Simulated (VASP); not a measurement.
# BiTe (Fm-3m) in VASP: a series of runs

Runs on BiTe. Level: PBEsol. Tasks: single point.

All numbers are computed with VASP 6.6.1; they aren't measurements. Logs are shortened: lines on timing, memory, paths and dates and some standing lists are left out, and cuts for length are marked.

## (1) The cell of the first run

The structure is cubic, space group Fm-3m (No. 225). Conventional cell: a = 6.202 Å, b = 6.202 Å, c = 6.202 Å, α = 90.00°, β = 90.00°, γ = 90.00°. Bi (site symmetry m-3m) has 6 Te at 3.10 Å within 4.1 Å. Within 4.1 Å of Te (site symmetry m-3m) lie 6 Bi at 3.10 Å.

## (2) Single point, PBEsol (strain -0.030 along x and y, -0.030 along z)

Input file INCAR:

```
PREC = Accurate ; ENCUT = 500
EDIFF = 1E-6 ; ISMEAR = 0
SIGMA = 0.15 ; LREAL = F
LASPH = T ; NELM = 120
ALGO = Normal ; ISIF = 2
LWAVE = F ; LCHARG = F
GGA = PS ; NBANDS = 18
GGA_COMPAT = F
```

Input file KPOINTS:

```
Automatic mesh
0
Gamma
  16 16 16
```

Input file POSCAR:

```
BiTe
1.0
    0.0000000000      3.1012392129      3.1012392129
    3.1012392129      0.0000000000      3.1012392129
    3.1012392129      3.1012392129      0.0000000000
Bi Te
1 1
Direct
    0.0000000000      0.0000000000      0.0000000000
    0.5000000000      0.5000000000      0.5000000000
```

Potentials or basis: VASP PAW PBE potentials, release 64 (Bi_d, Te).

The run is started by

```bash
$ cat potpaw_PBE.64/Bi_d/POTCAR potpaw_PBE.64/Te/POTCAR > POTCAR
$ mpirun -np 1 vasp_std > vasp.out
```

OUTCAR:

```text
PREC = Accurate
   ENCUT = 500
   EDIFF = 1E-6
   ISMEAR = 0
   LREAL = F
   LASPH = T
   NELM = 120
   ISIF = 2
   GGA = PS

 ion  position               nearest neighbor table
   1  0.000  0.000  0.000-   2 3.10   2 3.10   2 3.10   2 3.10   2 3.10   2 3.10
   2  0.500  0.500  0.500-   1 3.10   1 3.10   1 3.10   1 3.10   1 3.10   1 3.10

  LATTYP: Found a face centered cubic cell.
 ALAT       =     6.2024784258

  Lattice vectors:

 A1 = (   0.0000000000,   3.1012392129,   3.1012392129)
 A2 = (   3.1012392129,   0.0000000000,   3.1012392129)
 A3 = (   3.1012392129,   3.1012392129,   0.0000000000)

Analysis of symmetry for initial positions (statically):
=====================================================================
 Subroutine PRICEL returns:
 Original cell was already a primitive cell.

 Routine SETGRP: Setting up the symmetry group for a
 face centered cubic supercell.

 Subroutine GETGRP returns: Found 48 space group operations
 (whereof 48 operations were pure point group operations)
 out of a pool of 48 trial point group operations.

The static configuration has the point symmetry O_h .

Analysis of symmetry for dynamics (positions and initial velocities):
=====================================================================
 Subroutine PRICEL returns:
 Original cell was already a primitive cell.

 Routine SETGRP: Setting up the symmetry group for a
 face centered cubic supercell.

 Subroutine GETGRP returns: Found 48 space group operations
 (whereof 48 operations were pure point group operations)
 out of a pool of 48 trial point group operations.

The dynamic configuration has the point symmetry O_h .

 Subroutine INISYM returns: Found 48 space group operations
 (whereof 48 operations are pure point group operations),
 and found     1 'primitive' translations

----------------------------------------------------------------------------------------

                                     Primitive cell

  volume of cell :      59.6535

  direct lattice vectors                    reciprocal lattice vectors
     0.000000000  3.101239213  3.101239213    -0.161225873  0.161225873  0.161225873
     3.101239213  0.000000000  3.101239213     0.161225873 -0.161225873  0.161225873
     3.101239213  3.101239213  0.000000000     0.161225873  0.161225873 -0.161225873

  length of vectors
     4.385814555  4.385814555  4.385814555     0.279251404  0.279251404  0.279251404

  position of ions in fractional coordinates (direct lattice)
     0.000000000  0.000000000  0.000000000
     0.500000000  0.500000000  0.500000000

  ion indices of the primitive-cell ions
   primitive index   ion index
                 1           1
                 2           2

----------------------------------------------------------------------------------------

 KPOINTS: Automatic mesh

Automatic generation of k-mesh.
 Grid dimensions read from file:
 generate k-points for:   16   16   16

 Generating k-lattice:

  Cartesian coordinates                     Fractional coordinates (reciprocal lattice)
    -0.010076617  0.010076617  0.010076617     0.062500000  0.000000000  0.000000000
     0.010076617 -0.010076617  0.010076617     0.000000000  0.062500000  0.000000000
     0.010076617  0.010076617 -0.010076617     0.000000000  0.000000000  0.062500000

  Length of vectors
     0.017453213  0.017453213  0.017453213

  Shift w.r.t. Gamma in fractional coordinates (k-lattice)
     0.000000000  0.000000000  0.000000000

 Subroutine IBZKPT returns following result:
 ===========================================

 Found    145 irreducible k-points:

 Following reciprocal coordinates:
            Coordinates               Weight
  0.000000  0.000000  0.000000      1.000000
  0.062500  0.000000  0.000000      8.000000
  0.125000  0.000000  0.000000      8.000000
  0.187500  0.000000  0.000000      8.000000
  0.250000  0.000000  0.000000      8.000000
  0.312500  0.000000  0.000000      8.000000
[... 16 lines left out ...]
 -0.125000  0.062500  0.000000     24.000000
 -0.062500  0.062500  0.000000     12.000000
 [... further k-points ...]
   k-points           NKPTS =    145   k-points in BZ     NKDIM =    145   number of bands    NBANDS=     18
   number of dos      NEDOS =    301   number of ions     NIONS =      2
   total plane-waves  NPLWV =  32768
   dimension x,y,z NGX =    32 NGY =   32 NGZ =   32
   dimension x,y,z NGXF=    64 NGYF=   64 NGZF=   64
   ions per type =               1   1
   NGX,Y,Z   is equivalent  to a cutoff of  12.13, 12.13, 12.13 a.u.
   NGXF,Y,Z  is equivalent  to a cutoff of  24.26, 24.26, 24.26 a.u.
 SYSTEM =  unknown system
   PREC   = accura    normal or accurate (medium, high low for compatibility)
   ISTART =      0    job   : 0-new  1-cont  2-samecut
   ICHARG =      2    charge: 1-file 2-atom 10-const
   ISPIN  =      1    spin polarized calculation?
   LNONCOLLINEAR =      F non collinear calculations
   LSORBIT =      F    spin-orbit coupling
   LASPH  =      T    aspherical Exc in radial PAW
   ENCUT  =  500.0 eV  36.75 Ry    6.06 a.u.   8.00  8.00  8.00*2*pi/ulx,y,z
   NELM   =    120;   NELMIN=  2; NELMDL= -5     # of ELM steps
   EDIFF  = 0.1E-05   stopping-criterion for ELM
   LREAL  =      F    real-space projection
   EDIFFG = 0.1E-04   stopping-criterion for IOM
   NSW    =      0    number of steps for IOM
   IBRION =     -1    ionic relax: 0-MD 1-quasi-New 2-CG
   NFREE  =      0    steps in history (QN), initial steepest desc. (CG)
   ISIF   =      2    stress and relaxation
   ISYM   =      2    0-nonsym 1-usesym 2-fastsym
   POTIM  = 0.5000    time-step for ionic-motion
   TEBEG  =    0.0;   TEEND  =   0.0 temperature during run
   PSTRESS=    0.0 pullay stress
   NELECT =      21.0000    total number of electrons
   NUPDOWN=      -1.0000    fix difference up-down
   EMIN   =  10.00;   EMAX   =-10.00  energy-range for DOS
   EFERMI =   0.00;   METHOD = LEGACY
   ISMEAR =     0;   SIGMA  =   0.15  broadening in eV -4-tet -1-fermi 0-gaus
   EFERMI_NEDOS =   21; number of points for ismear=-14 and -15
   IALGO  =     38    algorithm
   IMIX   =      4    mixing-type and parameters
     AMIX     =   0.40;   BMIX     =  1.00
     AMIX_MAG =   1.60;   BMIX_MAG =  1.00
  volume/ion in A,a.u.               =      29.83       201.28
  Fermi-wavevector in a.u.,A,eV,Ry     =   1.155942  2.184413 18.180127  1.336202
  Thomas-Fermi vector in A             =   2.292566
   LORBIT       =      0    0 simple, 1 ext, 2 COOP (PROOUT), +10 PAW based schemes
   GGA     = PS    functional components
   LHFCALC =     F    Hartree Fock is set to
   AEXX    =    0.0000 exact exchange contribution
   IVDW    =     0    specifies the selected vdW correction
   LEPSILON=     F    determine dielectric tensor
   LRPA    =     F    only Hartree local field effects (RPA)
 non-spin polarized calculation
 Gauss-broadening in eV      SIGMA  =   0.15
  energy-cutoff  :      500.00
  volume of cell :       59.65
 maximum number of plane-waves:      1540
   NGX = 15   NGY = 15   NGZ = 15

 number of electron      21.0000005 magnetization

 Free energy of the ion-electron system (eV)
  ---------------------------------------------------
  ext. energy  EPLUGINS =         0.00000000
  ---------------------------------------------------
  free energy    TOTEN  =        -7.89082067 eV

  energy without entropy =       -7.87655685  energy(sigma->0) =       -7.88368876

 E-fermi :   8.1186     XC(G=0): -10.1648

 val. band max:        8.1085998284   @ k =  -0.3750   0.2500   0.0625
 cond. band min:       8.1262143307   @ k =   0.3125   0.1250   0.0000
 fundamental gap:      0.0176145023
 Fermi energy:         8.1185693587

 k-point     1 :       0.0000    0.0000    0.0000
  band No.  band energies     occupation
      1     -15.0196      2.00000
      2     -15.0196      2.00000
      3     -15.0058      2.00000
      4     -15.0058      2.00000
      5     -15.0058      2.00000
      6      -6.3733      2.00000
[... 10 lines left out ...]
     17      14.1896      0.00000
     18      14.7529      0.00000

 k-point     2 :       0.0625    0.0000    0.0000
  band No.  band energies     occupation
      1     -15.0198      2.00000
      2     -15.0198      2.00000
      3     -15.0057      2.00000
      4     -15.0054      2.00000
      5     -15.0054      2.00000
      6      -6.3322      2.00000
[... 10 lines left out ...]
     17      14.5495      0.00000
     18      15.0383      0.00000

 k-point     3 :       0.1250    0.0000    0.0000
  band No.  band energies     occupation
      1     -15.0206      2.00000
      2     -15.0206      2.00000
      3     -15.0055      2.00000
      4     -15.0044      2.00000
      5     -15.0044      2.00000
      6      -6.2093      2.00000
[... 10 lines left out ...]
     17      15.3904      0.00000
     18      15.7881      0.00000

 k-point     4 :       0.1875    0.0000    0.0000
  band No.  band energies     occupation
      1     -15.0220      2.00000
      2     -15.0220      2.00000
      3     -15.0050      2.00000
      4     -15.0026      2.00000
      5     -15.0026      2.00000
      6      -6.0054      2.00000
[... 375 lines left out ...]
      4     -15.0022      2.00000
      5     -15.0008      2.00000
      6      -5.8844      2.00000
[... 10 lines left out ...]
     17      16.0402      0.00000
     18      17.0526      0.00000

 k-point    23 :      -0.1250    0.0625    0.0000
  band No.  band energies     occupation
      1     -15.0221      2.00000
      2     -15.0203      2.00000
      3     -15.0055      2.00000
      4     -15.0040      2.00000
      5     -15.0029      2.00000
      6      -6.1142      2.00000
[... 10 lines left out ...]
     17      15.2853      0.00000
     18      15.9125      0.00000

 k-point    24 :      -0.0625    0.0625    0.0000
  band No.  band energies     occupation
      1     -15.0208      2.00000
      2     -15.0197      2.00000
      3     -15.0057      2.00000
      4     -15.0051      2.00000
      5     -15.0045      2.00000
      6      -6.2639      2.00000
[... 10 lines left out ...]
     17      14.9354      0.00000
     18      15.0306      0.00000

 [... further k-points ...]

------------------------ aborting loop because EDIFF is reached ----------------------------------------

  FORCE on cell =-STRESS in cart. coord.  units (eV):
  Direction    XX          YY          ZZ          XY          YZ          ZX
  --------------------------------------------------------------------------------------
  -------------------------------------------------------------------------------------
  Total        2.2892894      2.2892894      2.2892894     -0.0000000     -0.0000000      0.0000000
  in kB       61.4858931     61.4858931     61.4858931     -0.0000000     -0.0000000      0.0000000
  external PRESSURE =      61.4858931 kB  Pullay stress =       0.0000000 kB

 VOLUME and BASIS-vectors are now :
 -----------------------------------------------------------------------------
  energy-cutoff  :      500.00
  volume of cell :       59.65
      direct lattice vectors                 reciprocal lattice vectors
     0.000000000  3.101239213  3.101239213    -0.161225873  0.161225873  0.161225873
     3.101239213  0.000000000  3.101239213     0.161225873 -0.161225873  0.161225873
     3.101239213  3.101239213  0.000000000     0.161225873  0.161225873 -0.161225873

 POSITION                                       TOTAL-FORCE (eV/Angst)
 -----------------------------------------------------------------------------------
      0.00000      0.00000      0.00000        -0.000000     -0.000000     -0.000000
      3.10124      3.10124      3.10124         0.000000      0.000000      0.000000
 -----------------------------------------------------------------------------------
    total drift:                                0.000000     -0.000000     -0.000000

  FREE ENERGIE OF THE ION-ELECTRON SYSTEM (eV)
  ---------------------------------------------------
  free  energy   TOTEN  =        -7.8908206717 eV

  energy  without entropy=       -7.8765568525  energy(sigma->0) =       -7.88368876
```

It took 36 s on 1 thread of Intel Xeon 6975P-C (Granite Rapids), shared host; peak memory 0.28 GiB.

Results:

| Property | Result |
| --- | --- |
| Free energy | -7.8908 eV |
| Pressure | 6.1 GPa |
| Band gap on the k mesh | zero (an odd number of electrons rules out a gap without spin polarisation) |

Caveat: the cell differs from its parent crystal (strain -0.030 along x and y, -0.030 along z); the cell stands under pressure; the PAW data sets were made with another functional, which shifts forces and pressure a little; spin-orbit coupling is left out, which moves the levels of the heavy elements.

(Continued in part 2 of 2.)
